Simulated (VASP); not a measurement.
# SiO2 (I4_1/amd) in VASP: notebook

The runs below take SiO2 through single point, with r2SCAN.

Program: VASP 6.6.1. These are calculated values, not measurements. Logs are shortened: lines on timing, memory, paths and dates and some standing lists are left out, and cuts for length are marked.

### 1 The cell of the first run

Symmetry: I4_1/amd, No. 141, tetragonal system. Conventional cell: a = 3.419 Å, b = 3.419 Å, c = 8.235 Å, α = 90.00°, β = 90.00°, γ = 90.00°. Within 2.3 Å of Si (site symmetry -4m2) lie 6 O at 1.72 to 1.74 Å. Within 2.3 Å of O (site symmetry 2mm) lie 3 Si at 1.72 to 1.74 Å and 2 O at 2.20 Å.

### 2 Single point, r2SCAN (8.02 Å³/atom)

File POSCAR:

```
SiO2
1.0
   -1.7092657692      1.7092657692      4.1172831803
    1.7092657692     -1.7092657692      4.1172831803
    1.7092657692      1.7092657692     -4.1172831803
Si O
2 4
Direct
    0.7500000000      0.2500000000      0.5000000000
    0.0000000000      0.0000000000      0.0000000000
    0.5409502157      0.0409502157      0.5000000000
    0.7909502157      0.7909502157      0.0000000000
    0.2090497843      0.2090497843      0.0000000000
    0.9590497843      0.4590497843      0.5000000000
```

File INCAR.step1:

```
PREC     = Accurate       # precision mode
ENCUT    = 520            # plane-wave cutoff, eV
ISMEAR   = 0              # smearing method
SIGMA    = 0.01           # smearing width, eV
LREAL    = False          # projectors in reciprocal space
LASPH    = True           # aspherical terms in the spheres
NELM     = 100            # most SCF steps
NBANDS   = 25             # bands
GGA      = PE             # functional
ALGO     = Normal         # electronic algorithm
EDIFF    = 1E-4           # SCF threshold, eV
LWAVE    = True           # write WAVECAR
LCHARG   = False          # write CHGCAR
```

File INCAR.step2:

```
PREC     = Accurate       # precision mode
ENCUT    = 520            # plane-wave cutoff, eV
EDIFF    = 1E-6           # SCF threshold, eV
ISMEAR   = 0              # smearing method
SIGMA    = 0.01           # smearing width, eV
LREAL    = False          # projectors in reciprocal space
LASPH    = True           # aspherical terms in the spheres
NELM     = 100            # most SCF steps
ALGO     = Normal         # electronic algorithm
ISIF     = 2              # what is computed and relaxed
LWAVE    = False          # write WAVECAR
LCHARG   = True           # write CHGCAR
METAGGA  = R2SCAN         # meta-GGA
LMIXTAU  = True         
LELF     = True           # ELF
LVHAR    = True         
NBANDS   = 25             # bands
ISTART   = 1
```

File KPOINTS:

```
Automatic mesh
0
Gamma
  8 8 8
```

Potentials or basis: VASP PAW PBE potentials, release 64 (Si, O).

Run with:

```bash
cat potpaw_PBE.64/Si/POTCAR potpaw_PBE.64/O/POTCAR > POTCAR
cp INCAR.step1 INCAR
mpirun -np 1 vasp_std > vasp.out
cp INCAR.step2 INCAR
mpirun -np 1 vasp_std > vasp.out
```

OUTCAR:

```text
PREC = Accurate
   ENCUT = 520
   EDIFF = 1E-6
   ISMEAR = 0
   LREAL = False
   LASPH = True
   NELM = 100
   ISIF = 2
   METAGGA = R2SCAN
   ISTART = 1

 ion  position               nearest neighbor table
   1  0.750  0.250  0.500-   3 1.72   6 1.72   5 1.74   4 1.74   4 1.74   5 1.74   2 2.68   2 2.68
                             2 2.68   2 2.68
   2  0.000  0.000  0.000-   4 1.72   5 1.72   3 1.74   6 1.74   3 1.74   6 1.74   1 2.68   1 2.68
                             1 2.68   1 2.68
   3  0.541  0.041  0.500-   1 1.72   2 1.74   2 1.74
   4  0.791  0.791  0.000-   2 1.72   1 1.74   1 1.74
   5  0.209  0.209  0.000-   2 1.72   1 1.74   1 1.74
   6  0.959  0.459  0.500-   1 1.72   2 1.74   2 1.74

  LATTYP: Found a body centered tetragonal cell.
 ALAT       =     3.4185315384
 C/A-ratio  =     2.4088022205

  Lattice vectors:

 A1 = (  -1.7092657692,   1.7092657692,   4.1172831803)
 A2 = (   1.7092657692,  -1.7092657692,   4.1172831803)
 A3 = (   1.7092657692,   1.7092657692,  -4.1172831803)

Analysis of symmetry for initial positions (statically):
=====================================================================
 Subroutine PRICEL returns:
 Original cell was already a primitive cell.

 Routine SETGRP: Setting up the symmetry group for a
 body centered tetragonal supercell.

 Subroutine GETGRP returns: Found 16 space group operations
 (whereof  8 operations were pure point group operations)
 out of a pool of 16 trial point group operations.

The static configuration has the point symmetry D_2d.
 The point group associated with its full space group is D_4h.

Analysis of symmetry for dynamics (positions and initial velocities):
=====================================================================
 Subroutine PRICEL returns:
 Original cell was already a primitive cell.

 Routine SETGRP: Setting up the symmetry group for a
 body centered tetragonal supercell.

 Subroutine GETGRP returns: Found 16 space group operations
 (whereof  8 operations were pure point group operations)
 out of a pool of 16 trial point group operations.

The dynamic configuration has the point symmetry D_2d.
 The point group associated with its full space group is D_4h.

 Subroutine INISYM returns: Found 16 space group operations
 (whereof  8 operations are pure point group operations),
 and found     1 'primitive' translations

----------------------------------------------------------------------------------------

                                     Primitive cell

  volume of cell :      48.1160

  direct lattice vectors                    reciprocal lattice vectors
    -1.709265769  1.709265769  4.117283180     0.000000000  0.292523263  0.121439303
     1.709265769 -1.709265769  4.117283180     0.292523263  0.000000000  0.121439303
     1.709265769  1.709265769 -4.117283180     0.292523263  0.292523263  0.000000000

  length of vectors
     4.774431875  4.774431875  4.774431875     0.316729165  0.316729165  0.413690366

  position of ions in fractional coordinates (direct lattice)
     0.750000000  0.250000000  0.500000000
     0.000000000  0.000000000  0.000000000
     0.540950216  0.040950216  0.500000000
     0.790950216  0.790950216  0.000000000
     0.209049784  0.209049784  0.000000000
     0.959049784  0.459049784  0.500000000

  ion indices of the primitive-cell ions
   primitive index   ion index
                 1           1
                 2           2
                 3           3
                 4           4
                 5           5
                 6           6

----------------------------------------------------------------------------------------

 KPOINTS: Automatic mesh

Automatic generation of k-mesh.
 Grid dimensions read from file:
 generate k-points for:    8    8    8

 Generating k-lattice:

  Cartesian coordinates                     Fractional coordinates (reciprocal lattice)
     0.000000000  0.036565408  0.015179913     0.125000000 -0.000000000  0.000000000
     0.036565408  0.000000000  0.015179913    -0.000000000  0.125000000  0.000000000
     0.036565408  0.036565408  0.000000000     0.000000000  0.000000000  0.125000000

  Length of vectors
     0.039591146  0.039591146  0.051711296

  Shift w.r.t. Gamma in fractional coordinates (k-lattice)
     0.000000000  0.000000000  0.000000000

 Subroutine IBZKPT returns following result:
 ===========================================

 Found     59 irreducible k-points:

 Following reciprocal coordinates:
            Coordinates               Weight
  0.000000  0.000000  0.000000      1.000000
  0.125000 -0.000000  0.000000      8.000000
  0.250000 -0.000000  0.000000      8.000000
  0.375000 -0.000000  0.000000      8.000000
  0.500000 -0.000000  0.000000      4.000000
  0.125000  0.125000  0.000000      8.000000
[... 16 lines left out ...]
  0.250000  0.125000  0.125000     16.000000
  0.375000  0.125000  0.125000      8.000000
 [... further k-points ...]
   k-points           NKPTS =     59   k-points in BZ     NKDIM =     59   number of bands    NBANDS=     25
   number of dos      NEDOS =    301   number of ions     NIONS =      6
   total plane-waves  NPLWV =  46656
   dimension x,y,z NGX =    36 NGY =   36 NGZ =   36
   dimension x,y,z NGXF=    72 NGYF=   72 NGZF=   72
   ions per type =               2   4
   NGX,Y,Z   is equivalent  to a cutoff of  12.54, 12.54, 12.54 a.u.
   NGXF,Y,Z  is equivalent  to a cutoff of  25.07, 25.07, 25.07 a.u.
 SYSTEM =  unknown system
   PREC   = accura    normal or accurate (medium, high low for compatibility)
   ISTART =      1    job   : 0-new  1-cont  2-samecut
   ICHARG =      0    charge: 1-file 2-atom 10-const
   ISPIN  =      1    spin polarized calculation?
   LNONCOLLINEAR =      F non collinear calculations
   LSORBIT =      F    spin-orbit coupling
   LASPH  =      T    aspherical Exc in radial PAW
   ENCUT  =  520.0 eV  38.22 Ry    6.18 a.u.   8.88  8.88  8.88*2*pi/ulx,y,z
   NELM   =    100;   NELMIN=  2; NELMDL=  0     # of ELM steps
   EDIFF  = 0.1E-05   stopping-criterion for ELM
   LREAL  =      F    real-space projection
   EDIFFG = 0.1E-04   stopping-criterion for IOM
   NSW    =      0    number of steps for IOM
   IBRION =     -1    ionic relax: 0-MD 1-quasi-New 2-CG
   NFREE  =      0    steps in history (QN), initial steepest desc. (CG)
   ISIF   =      2    stress and relaxation
   ISYM   =      2    0-nonsym 1-usesym 2-fastsym
   POTIM  = 0.5000    time-step for ionic-motion
   TEBEG  =    0.0;   TEEND  =   0.0 temperature during run
   PSTRESS=    0.0 pullay stress
   NELECT =      32.0000    total number of electrons
   NUPDOWN=      -1.0000    fix difference up-down
   EMIN   =  10.00;   EMAX   =-10.00  energy-range for DOS
   EFERMI =   0.00;   METHOD = LEGACY
   ISMEAR =     0;   SIGMA  =   0.01  broadening in eV -4-tet -1-fermi 0-gaus
   EFERMI_NEDOS =   21; number of points for ismear=-14 and -15
   IALGO  =     38    algorithm
   IMIX   =      4    mixing-type and parameters
     AMIX     =   0.40;   BMIX     =  1.00
     AMIX_MAG =   1.60;   BMIX_MAG =  1.00
  volume/ion in A,a.u.               =       8.02        54.12
  Fermi-wavevector in a.u.,A,eV,Ry     =   1.428987  2.700393 27.783137  2.042003
  Thomas-Fermi vector in A             =   2.548989
   LORBIT       =      0    0 simple, 1 ext, 2 COOP (PROOUT), +10 PAW based schemes
   METAGGA = R2SCAN    functional components
   LHFCALC =     F    Hartree Fock is set to
   AEXX    =    0.0000 exact exchange contribution
   IVDW    =     0    specifies the selected vdW correction
   LEPSILON=     F    determine dielectric tensor
   LRPA    =     F    only Hartree local field effects (RPA)
 non-spin polarized calculation
 Gauss-broadening in eV      SIGMA  =   0.01
  energy-cutoff  :      520.00
  volume of cell :       48.12
 maximum number of plane-waves:      1310
   NGX = 17   NGY = 17   NGZ = 17

 number of electron      31.9999999 magnetization

 Free energy of the ion-electron system (eV)
  ---------------------------------------------------
  ext. energy  EPLUGINS =         0.00000000
  ---------------------------------------------------
  free energy    TOTEN  =       -58.14188185 eV

  energy without entropy =      -58.14188185  energy(sigma->0) =      -58.14188185

 E-fermi :   6.5055     XC(G=0): -12.5002

 val. band max:        6.4395763208   @ k =   0.2500   0.2500   0.2500
 cond. band min:      14.7632186265   @ k =   0.0000   0.0000   0.0000
 fundamental gap:      8.3236423057
 Fermi energy:         6.5055469152

 k-point     1 :       0.0000    0.0000    0.0000
  band No.  band energies     occupation
      1     -16.7534      2.00000
      2     -13.4854      2.00000
      3     -12.3410      2.00000
      4     -11.4222      2.00000
      5      -1.7463      2.00000
      6      -1.7463      2.00000
[... 17 lines left out ...]
     24      22.0779      0.00000
     25      22.2736      0.00000

 k-point     2 :       0.1250   -0.0000    0.0000
  band No.  band energies     occupation
      1     -16.6172      2.00000
      2     -13.5755      2.00000
      3     -12.2886      2.00000
      4     -11.5769      2.00000
      5      -2.1546      2.00000
      6      -1.7398      2.00000
[... 17 lines left out ...]
     24      22.1195      0.00000
     25      22.1312      0.00000

 k-point     3 :       0.2500   -0.0000    0.0000
  band No.  band energies     occupation
      1     -16.2329      2.00000
      2     -13.7463      2.00000
      3     -12.3994      2.00000
      4     -11.8403      2.00000
      5      -2.4814      2.00000
      6      -1.7109      2.00000
[... 552 lines left out ...]
 k-point    23 :       0.2500    0.1250    0.1250
  band No.  band energies     occupation
      1     -15.2484      2.00000
      2     -13.7896      2.00000
      3     -12.9655      2.00000
      4     -12.3337      2.00000
      5      -3.8488      2.00000
      6      -1.7058      2.00000
[... 17 lines left out ...]
     24      22.2813      0.00000
     25      22.6653      0.00000

 k-point    24 :       0.3750    0.1250    0.1250
  band No.  band energies     occupation
      1     -14.9122      2.00000
      2     -13.7469      2.00000
      3     -13.4084      2.00000
      4     -12.3243      2.00000
      5      -3.7768      2.00000
      6      -1.8818      2.00000
[... 17 lines left out ...]
     24      22.4306      0.00000
     25      22.5934      0.00000

 [... further k-points ...]

------------------------ aborting loop because EDIFF is reached ----------------------------------------

  FORCE on cell =-STRESS in cart. coord.  units (eV):
  Direction    XX          YY          ZZ          XY          YZ          ZX
  --------------------------------------------------------------------------------------
  -------------------------------------------------------------------------------------
  Total        6.0802387      6.0802387      7.4765417      0.0000000      0.0000000      0.0000000
  in kB      202.4609595    202.4609595    248.9553249      0.0000000      0.0000000      0.0000000
  external PRESSURE =     217.9590813 kB  Pullay stress =       0.0000000 kB

 VOLUME and BASIS-vectors are now :
 -----------------------------------------------------------------------------
  energy-cutoff  :      520.00
  volume of cell :       48.12
      direct lattice vectors                 reciprocal lattice vectors
    -1.709265769  1.709265769  4.117283180     0.000000000  0.292523263  0.121439303
     1.709265769 -1.709265769  4.117283180     0.292523263  0.000000000  0.121439303
     1.709265769  1.709265769 -4.117283180     0.292523263  0.292523263  0.000000000

 POSITION                                       TOTAL-FORCE (eV/Angst)
 -----------------------------------------------------------------------------------
      0.00000      1.70927      2.05864         0.000000      0.000000     -0.000000
      0.00000      0.00000      0.00000         0.000000      0.000000     -0.000000
      0.00000      1.70927      0.33721         0.000000     -0.000000     -0.682782
      0.00000      0.00000      6.51313        -0.000000      0.000000     -0.682782
      0.00000      0.00000      1.72143        -0.000000      0.000000      0.682782
     -0.00000      1.70927      3.78008         0.000000     -0.000000      0.682782
 -----------------------------------------------------------------------------------
    total drift:                               -0.000000     -0.000000      0.000000

  FREE ENERGIE OF THE ION-ELECTRON SYSTEM (eV)
  ---------------------------------------------------
  free  energy   TOTEN  =       -58.1418818519 eV

  energy  without entropy=      -58.1418818519  energy(sigma->0) =      -58.14188185
```

It took 8.6 min on 1 thread of Intel Xeon 8259CL, shared host; peak memory 0.24 GiB.

What came out:

* Free energy: -58.1419 eV
* Pressure: 21.8 GPa
* Largest force: 0.683 eV/Å
* Band gap on the k mesh: 8.32 eV (least direct gap 9.15 eV)

Forces on the atoms (eV/Å):
```
Si   0.000  0.000  0.000
Si   0.000  0.000  0.000
O    0.000  0.000 -0.683
O    0.000  0.000 -0.683
O    0.000  0.000  0.683
O    0.000  0.000  0.683
```

Stress tensor (GPa, compression positive):
```
20.25  0.00  0.00
 0.00 20.25  0.00
 0.00  0.00 24.90
```

Caveat: the cell stands under pressure; the PAW data sets were made with another functional, which shifts forces and pressure a little.

[end of part 1 of 2]
